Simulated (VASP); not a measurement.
# TiPt3 (Pm-3m) in VASP: further runs

The runs below take TiPt3 through single point, with PBEsol.

Program: VASP 6.6.1. These are calculated values, not measurements. Logs are shortened: lines on timing, memory, paths and dates and some standing lists are left out, and cuts for length are marked.

## 1. The cell of the first run

Symmetry: Pm-3m, No. 221, cubic system. The conventional cell has a = 3.817 Å, b = 3.817 Å, c = 3.817 Å, α = 90.00°, β = 90.00°, γ = 90.00°. Within 3.6 Å of Pt (site symmetry 4/mmm) lie 8 Pt at 2.70 Å and 4 Ti at 2.70 Å. Ti (site symmetry m-3m) has 12 Pt at 2.70 Å within 3.6 Å.

## 2. Single point, PBEsol (volume scaled by 0.94)

INCAR

```
SYSTEM = TiPt3
PREC     = Accurate       ! precision mode
ENCUT    = 520            ! plane-wave cutoff, eV
EDIFF    = 1E-6           ! SCF threshold, eV
ISMEAR   = -1             ! smearing method
SIGMA    = 0.05           ! smearing width, eV
LREAL    = .FALSE.        ! projectors in reciprocal space
LASPH    = .TRUE.         ! aspherical terms in the spheres
NELM     = 100            ! most SCF steps
ALGO     = Normal         ! electronic algorithm
ISIF     = 2              ! what is computed and relaxed
LWAVE    = .FALSE.        ! write WAVECAR
LCHARG   = .TRUE.         ! write CHGCAR
GGA      = PS             ! functional
LELF     = .TRUE.         ! ELF
LVHAR    = .TRUE.       
NBANDS   = 29             ! bands
```

KPOINTS

```
regular mesh
0
G
  7 7 7
  0 0 0
```

POSCAR

```
TiPt3
1.0
    3.8174470657      0.0000000000      0.0000000000
    0.0000000000      3.8174470657      0.0000000000
    0.0000000000      0.0000000000      3.8174470657
Pt Ti
3 1
Direct
    0.5000000000      0.5000000000      0.0000000000
    0.5000000000      0.0000000000      0.5000000000
    0.0000000000      0.5000000000      0.5000000000
    0.0000000000      0.0000000000      0.0000000000
```

Potentials or basis: VASP PAW PBE potentials, release 64 (Pt, Ti_sv).

Launch:

```sh
cat potpaw_PBE.64/Pt/POTCAR potpaw_PBE.64/Ti_sv/POTCAR > POTCAR
mpirun -np 1 vasp_std > vasp.out
```

OUTCAR:

```text
SYSTEM = TiPt3
   PREC = Accurate
   ENCUT = 520
   EDIFF = 1E-6
   ISMEAR = -1
   LREAL = .FALSE.
   LASPH = .TRUE.
   NELM = 100
   ISIF = 2
   GGA = PS

 ion  position               nearest neighbor table
   1  0.500  0.500  0.000-   2 2.70   3 2.70   4 2.70   2 2.70   3 2.70   2 2.70   4 2.70   2 2.70
                             3 2.70   4 2.70   3 2.70   4 2.70
   2  0.500  0.000  0.500-   1 2.70   3 2.70   4 2.70   1 2.70   4 2.70   1 2.70   3 2.70   1 2.70
                             3 2.70   4 2.70   4 2.70   3 2.70
   3  0.000  0.500  0.500-   1 2.70   2 2.70   4 2.70   1 2.70   4 2.70   2 2.70   4 2.70   4 2.70
                             1 2.70   2 2.70   1 2.70   2 2.70
   4  0.000  0.000  0.000-   1 2.70   2 2.70   3 2.70   2 2.70   3 2.70   1 2.70   3 2.70   3 2.70
                             1 2.70   2 2.70   2 2.70   1 2.70

  LATTYP: Found a simple cubic cell.
 ALAT       =     3.8174470657

  Lattice vectors:

 A1 = (   3.8174470657,   0.0000000000,   0.0000000000)
 A2 = (   0.0000000000,   3.8174470657,   0.0000000000)
 A3 = (   0.0000000000,   0.0000000000,   3.8174470657)

Analysis of symmetry for initial positions (statically):
=====================================================================
 Subroutine PRICEL returns:
 Original cell was already a primitive cell.

 Routine SETGRP: Setting up the symmetry group for a
 simple cubic supercell.

 Subroutine GETGRP returns: Found 48 space group operations
 (whereof 48 operations were pure point group operations)
 out of a pool of 48 trial point group operations.

The static configuration has the point symmetry O_h .

Analysis of symmetry for dynamics (positions and initial velocities):
=====================================================================
 Subroutine PRICEL returns:
 Original cell was already a primitive cell.

 Routine SETGRP: Setting up the symmetry group for a
 simple cubic supercell.

 Subroutine GETGRP returns: Found 48 space group operations
 (whereof 48 operations were pure point group operations)
 out of a pool of 48 trial point group operations.

The dynamic configuration has the point symmetry O_h .

 Subroutine INISYM returns: Found 48 space group operations
 (whereof 48 operations are pure point group operations),
 and found     1 'primitive' translations

----------------------------------------------------------------------------------------

                                     Primitive cell

  volume of cell :      55.6313

  direct lattice vectors                    reciprocal lattice vectors
     3.817447066  0.000000000  0.000000000     0.261955171  0.000000000  0.000000000
     0.000000000  3.817447066  0.000000000     0.000000000  0.261955171  0.000000000
     0.000000000  0.000000000  3.817447066     0.000000000  0.000000000  0.261955171

  length of vectors
     3.817447066  3.817447066  3.817447066     0.261955171  0.261955171  0.261955171

  position of ions in fractional coordinates (direct lattice)
     0.500000000  0.500000000  0.000000000
     0.500000000  0.000000000  0.500000000
     0.000000000  0.500000000  0.500000000
     0.000000000  0.000000000  0.000000000

  ion indices of the primitive-cell ions
   primitive index   ion index
                 1           1
                 2           2
                 3           3
                 4           4

----------------------------------------------------------------------------------------

 KPOINTS: regular mesh

Automatic generation of k-mesh.
 Grid dimensions read from file:
 generate k-points for:    7    7    7

 Generating k-lattice:

  Cartesian coordinates                     Fractional coordinates (reciprocal lattice)
     0.037422167  0.000000000  0.000000000     0.142857143  0.000000000  0.000000000
     0.000000000  0.037422167  0.000000000     0.000000000  0.142857143  0.000000000
     0.000000000  0.000000000  0.037422167     0.000000000  0.000000000  0.142857143

  Length of vectors
     0.037422167  0.037422167  0.037422167

  Shift w.r.t. Gamma in fractional coordinates (k-lattice)
     0.000000000  0.000000000  0.000000000

 Subroutine IBZKPT returns following result:
 ===========================================

 Found     20 irreducible k-points:

 Following reciprocal coordinates:
            Coordinates               Weight
  0.000000  0.000000  0.000000      1.000000
  0.142857  0.000000  0.000000      6.000000
  0.285714  0.000000  0.000000      6.000000
  0.428571  0.000000  0.000000      6.000000
  0.142857  0.142857  0.000000     12.000000
  0.285714  0.142857  0.000000     24.000000
[... 12 lines left out ...]
  0.428571  0.428571  0.285714     24.000000
  0.428571  0.428571  0.428571      8.000000
   k-points           NKPTS =     20   k-points in BZ     NKDIM =     20   number of bands    NBANDS=     29
   number of dos      NEDOS =    301   number of ions     NIONS =      4
   total plane-waves  NPLWV =  21952
[... 50 lines left out ...]
   NGX = 15   NGY = 15   NGZ = 15

 number of electron      41.9999997 magnetization

 Free energy of the ion-electron system (eV)
  ---------------------------------------------------
  ext. energy  EPLUGINS =         0.00000000
  ---------------------------------------------------
  free energy    TOTEN  =       -32.54932841 eV

  energy without entropy =      -32.53623187  energy(sigma->0) =      -32.54278014

 E-fermi :  12.9016     XC(G=0): -13.7839

 val. band max:       12.7163242492   @ k =   0.4286   0.0000   0.0000
 cond. band min:      12.9320297835   @ k =   0.4286   0.1429   0.1429
 fundamental gap:      0.2157055343
 Fermi energy:        12.9016165766

 k-point     1 :       0.0000    0.0000    0.0000
  band No.  band energies     occupation
      1     -44.9812      2.00000
      2     -21.3276      2.00000
      3     -21.3276      2.00000
      4     -21.3276      2.00000
      5       1.9403      2.00000
      6       4.7134      2.00000
[... 21 lines left out ...]
     28      15.1381      0.00000
     29      21.9552      0.00000

 k-point     2 :       0.1429    0.0000    0.0000
  band No.  band energies     occupation
      1     -44.9806      2.00000
      2     -21.3354      2.00000
      3     -21.3289      2.00000
      4     -21.3289      2.00000
      5       2.2277      2.00000
      6       4.9003      2.00000
[... 21 lines left out ...]
     28      16.3907      0.00000
     29      21.3946      0.00000

 k-point     3 :       0.2857    0.0000    0.0000
  band No.  band energies     occupation
      1     -44.9794      2.00000
      2     -21.3529      2.00000
      3     -21.3320      2.00000
      4     -21.3320      2.00000
      5       3.0286      2.00000
      6       5.3649      2.00000
[... 21 lines left out ...]
     28      18.3995      0.00000
     29      20.5803      0.00000

 k-point     4 :       0.4286    0.0000    0.0000
  band No.  band energies     occupation
      1     -44.9784      2.00000
      2     -21.3669      2.00000
      3     -21.3344      2.00000
      4     -21.3344      2.00000
      5       4.0297      2.00000
      6       5.5516      2.00000
[... 21 lines left out ...]
     28      20.3499      0.00000
     29      20.3499      0.00000

 k-point     5 :       0.1429    0.1429    0.0000
  band No.  band energies     occupation
      1     -44.9801      2.00000
      2     -21.3389      2.00000
      3     -21.3333      2.00000
      4     -21.3303      2.00000
      5       2.5032      2.00000
      6       5.0829      2.00000
[... 21 lines left out ...]
     28      17.3358      0.00000
     29      21.1047      0.00000
[... 382 lines left out ...]
     28      16.4790      0.00000
     29      19.9200      0.00000

 k-point    18 :       0.4286    0.2857    0.2857
  band No.  band energies     occupation
      1     -44.9776      2.00000
      2     -21.3550      2.00000
      3     -21.3485      2.00000
      4     -21.3414      2.00000
      5       4.7301      2.00000
      6       5.4725      2.00000
[... 21 lines left out ...]
     28      16.8174      0.00000
     29      18.7937      0.00000

 k-point    19 :       0.4286    0.4286    0.2857
  band No.  band energies     occupation
      1     -44.9776      2.00000
      2     -21.3516      2.00000
      3     -21.3489      2.00000
      4     -21.3431      2.00000
      5       4.8659      2.00000
      6       5.2114      2.00000
[... 21 lines left out ...]
     28      15.9802      0.00000
     29      19.2576      0.00000

 k-point    20 :       0.4286    0.4286    0.4286
  band No.  band energies     occupation
      1     -44.9778      2.00000
      2     -21.3477      2.00000
      3     -21.3451      2.00000
      4     -21.3451      2.00000
      5       4.7131      2.00000
      6       4.9026      2.00000
[... 21 lines left out ...]
     28      14.8036      0.00000
     29      19.0706      0.00000

------------------------ aborting loop because EDIFF is reached ----------------------------------------

  FORCE on cell =-STRESS in cart. coord.  units (eV):
  Direction    XX          YY          ZZ          XY          YZ          ZX
  --------------------------------------------------------------------------------------
  -------------------------------------------------------------------------------------
  Total        6.7919812      6.7919812      6.7919812      0.0000000      0.0000000      0.0000000
  in kB      195.6086196    195.6086196    195.6086196      0.0000000      0.0000000      0.0000000
  external PRESSURE =     195.6086196 kB  Pullay stress =       0.0000000 kB

 VOLUME and BASIS-vectors are now :
 -----------------------------------------------------------------------------
  energy-cutoff  :      520.00
  volume of cell :       55.63
      direct lattice vectors                 reciprocal lattice vectors
     3.817447066  0.000000000  0.000000000     0.261955171  0.000000000  0.000000000
     0.000000000  3.817447066  0.000000000     0.000000000  0.261955171  0.000000000
     0.000000000  0.000000000  3.817447066     0.000000000  0.000000000  0.261955171

 POSITION                                       TOTAL-FORCE (eV/Angst)
 -----------------------------------------------------------------------------------
      1.90872      1.90872      0.00000         0.000000      0.000000      0.000000
      1.90872      0.00000      1.90872         0.000000      0.000000      0.000000
      0.00000      1.90872      1.90872         0.000000      0.000000      0.000000
      0.00000      0.00000      0.00000         0.000000      0.000000      0.000000
 -----------------------------------------------------------------------------------
    total drift:                                0.000000      0.000000      0.000000

  FREE ENERGIE OF THE ION-ELECTRON SYSTEM (eV)
  ---------------------------------------------------
  free  energy   TOTEN  =       -32.5493284111 eV

  energy  without entropy=      -32.5362318693  energy(sigma->0) =      -32.54278014
```

It took 28 s on 1 thread of Intel Xeon Platinum 8259CL at 2.50GHz (Skylake/Cascade Lake), shared host; peak memory 0.17 GiB.

What came out:

```
Free energy            : -32.5493 eV
Pressure               : 19.6 GPa
Band gap on the k mesh : zero (band 21 reaches 14.39 eV, above the bottom of band 22 at 12.72 eV)
```

Levels at points of the mesh, in eV from the Fermi level:
```csv
k point,band 18,band 19,band 20,band 21,band 22,band 23,band 24,band 25
"(0.00, 0.00, 0.00)",0.06,0.06,0.06,1.49,1.49,1.49,1.52,1.52
```

Caveat: the cell differs from its parent crystal (volume scaled by 0.94); the PAW data sets were made with another functional, which shifts forces and pressure a little; spin-orbit coupling is left out, which moves the levels of the heavy elements.

## 3. Single point, PBEsol (volume scaled by 0.96)

INCAR

```
PREC     = Accurate       # precision mode
ENCUT    = 520            # plane-wave cutoff, eV
EDIFF    = 1E-6           # SCF threshold, eV
ISMEAR   = -1             # smearing method
SIGMA    = 0.05           # smearing width, eV
LREAL    = False          # projectors in reciprocal space
LASPH    = True           # aspherical terms in the spheres
NELM     = 80             # most SCF steps
ALGO     = Normal         # electronic algorithm
ISIF     = 2              # what is computed and relaxed
LWAVE    = False          # write WAVECAR
LCHARG   = False          # write CHGCAR
GGA      = PS             # functional
NBANDS   = 29             # bands
```

KPOINTS

```
Automatic mesh
0
Gamma
  7 7 7
```

POSCAR

```
TiPt3
1.0
    3.8443313815      0.0000000000      0.0000000000
    0.0000000000      3.8443313815      0.0000000000
    0.0000000000      0.0000000000      3.8443313815
Pt Ti
3 1
Direct
    0.5000000000      0.5000000000      0.0000000000
    0.5000000000      0.0000000000      0.5000000000
    0.0000000000      0.5000000000      0.5000000000
    0.0000000000      0.0000000000      0.0000000000
```

Potentials or basis: VASP PAW PBE potentials, release 64 (Pt, Ti_sv).

Launch:

```sh
cat potpaw_PBE.64/Pt/POTCAR potpaw_PBE.64/Ti_sv/POTCAR > POTCAR
mpirun -np 1 vasp_std > vasp.out
```

Wall time 35 s (1 thread of Intel Xeon Platinum 8259CL at 2.50GHz (Skylake/Cascade Lake), shared host); peak memory 0.18 GiB.

The run converged. Its results:

| Item | Value |
| --- | --- |
| Free energy | -32.6675 eV |
| Pressure | 12.3 GPa |
| Band gap on the k mesh | zero (band 21 reaches 13.97 eV, above the bottom of band 22 at 12.33 eV) |

Levels at points of the mesh, in eV from the Fermi level:
| k point | band 17 | band 18 | band 19 | band 20 | band 21 | band 22 | band 23 | band 24 | band 25 | band 26 |
| --- | --- | --- | --- | --- | --- | --- | --- | --- | --- | --- |
| (0.00, 0.00, 0.00) | -0.55 | 0.05 | 0.05 | 0.05 | 1.47 | 1.47 | 1.49 | 1.49 | 1.49 | 2.17 |

Caveat: the cell differs from its parent crystal (volume scaled by 0.96); the PAW data sets were made with another functional, which shifts forces and pressure a little; spin-orbit coupling is left out, which moves the levels of the heavy elements.

## 4. Single point, PBEsol (volume scaled by 0.98)

INCAR

```
ALGO     = Fast           # electronic algorithm
EDIFF    = 1E-6           # SCF threshold, eV
ENCUT    = 520            # plane-wave cutoff, eV
GGA      = PS             # functional
ISIF     = 2              # what is computed and relaxed
ISMEAR   = -1             # smearing method
LASPH    = True           # aspherical terms in the spheres
LCHARG   = False          # write CHGCAR
LREAL    = False          # projectors in reciprocal space
LWAVE    = False          # write WAVECAR
NBANDS   = 29             # bands
NELM     = 100            # most SCF steps
PREC     = Accurate       # precision mode
SIGMA    = 0.05           # smearing width, eV
```

KPOINTS

```
k-points
0
Gamma
  7 7 7
```

POSCAR

```
TiPt3
1.0
    3.8708448495      0.0000000000      0.0000000000
    0.0000000000      3.8708448495      0.0000000000
    0.0000000000      0.0000000000      3.8708448495
Pt Ti
3 1
Direct
    0.5000000000      0.5000000000      0.0000000000
    0.5000000000      0.0000000000      0.5000000000
    0.0000000000      0.5000000000      0.5000000000
    0.0000000000      0.0000000000      0.0000000000
```

Launch:

```sh
cat potpaw_PBE.64/Pt/POTCAR potpaw_PBE.64/Ti_sv/POTCAR > POTCAR
mpirun -np 1 vasp_std > vasp.out
```

Run time: 66 s. Hardware: 1 thread of Intel Xeon Platinum 8259CL at 2.50GHz (Skylake/Cascade Lake), shared host; peak memory 0.18 GiB.

It converged, with:

```
Free energy            : -32.7353 eV
Pressure               : 5.9 GPa
Band gap on the k mesh : zero (band 21 reaches 13.53 eV, above the bottom of band 22 at 11.95 eV)
```

Levels at points of the mesh, in eV from the Fermi level:
| k point | band 18 | band 19 | band 20 | band 21 | band 22 | band 23 | band 24 | band 25 |
| --- | --- | --- | --- | --- | --- | --- | --- | --- |
| (0.00, 0.00, 0.00) | 0.03 | 0.03 | 0.03 | 1.43 | 1.43 | 1.50 | 1.50 | 1.50 |

Caveat: the cell differs from its parent crystal (volume scaled by 0.98); the PAW data sets were made with another functional, which shifts forces and pressure a little; spin-orbit coupling is left out, which moves the levels of the heavy elements.

## 5. Single point, PBEsol

This run uses another cell than the first one, of 14.80 Å³/atom, 1.064 times its volume.

INCAR

```
SYSTEM = TiPt3
ALGO = Normal ; EDIFF = 1E-7
ENCUT = 520 ; GGA = PS
ISIF = 2 ; ISMEAR = -1
LASPH = .TRUE. ; LCHARG = .FALSE.
LREAL = .FALSE. ; LWAVE = .FALSE.
NBANDS = 29 ; NELM = 80
PREC = Accurate ; SIGMA = 0.05
```

KPOINTS

```
k-points
0
G
  7 7 7
  0 0 0
```

POSCAR

```
TiPt3
1.0
    3.8970000000      0.0000000000      0.0000000000
    0.0000000000      3.8970000000      0.0000000000
    0.0000000000      0.0000000000      3.8970000000
Pt Ti
3 1
Direct
    0.5000000000      0.5000000000      0.0000000000
    0.5000000000      0.0000000000      0.5000000000
    0.0000000000      0.5000000000      0.5000000000
    0.0000000000      0.0000000000      0.0000000000
```

Launch:

```sh
cat potpaw_PBE.64/Pt/POTCAR potpaw_PBE.64/Ti_sv/POTCAR > POTCAR
mpirun -np 1 vasp_std > vasp.out
```

Wall time 39 s (1 thread of Intel Xeon Platinum 8259CL at 2.50GHz (Skylake/Cascade Lake), shared host); peak memory 0.18 GiB.

Results (log left out):

* Free energy: -32.7583 eV
* Pressure: 0.2 GPa
* Band gap on the k mesh: zero (band 21 reaches 13.12 eV, above the bottom of band 22 at 11.60 eV)

Levels at points of the mesh, in eV from the Fermi level:
| k point | band 17 | band 18 | band 19 | band 20 | band 21 | band 22 | band 23 | band 24 | band 25 | band 26 |
| --- | --- | --- | --- | --- | --- | --- | --- | --- | --- | --- |
| (0.00, 0.00, 0.00) | -0.55 | 0.02 | 0.02 | 0.02 | 1.39 | 1.39 | 1.51 | 1.51 | 1.51 | 2.04 |

Caveat: the PAW data sets were made with another functional, which shifts forces and pressure a little; spin-orbit coupling is left out, which moves the levels of the heavy elements.

## 6. Overview

```csv
cell,gap on the mesh (eV),pressure (GPa)
"a = 3.817 Å, 4 atoms",none,19.6
"a = 3.844 Å, 4 atoms",none,12.3
"a = 3.871 Å, 4 atoms",none,5.9
"a = 3.897 Å, 4 atoms",none,0.2
```

Alike in all rows: task single point; level PBEsol; potentials or basis VASP PAW PBE potentials, release 64 (Pt, Ti_sv); no spin polarisation; k mesh 7 × 7 × 7; cutoff (eV) 520; smearing fermi-dirac 0.05 eV.

Caveats: the PAW data sets were made with another functional, which shifts forces and pressure a little; spin-orbit coupling is left out, which moves the levels of the heavy elements.

Absolute energies hang on the potentials; compare differences alone.
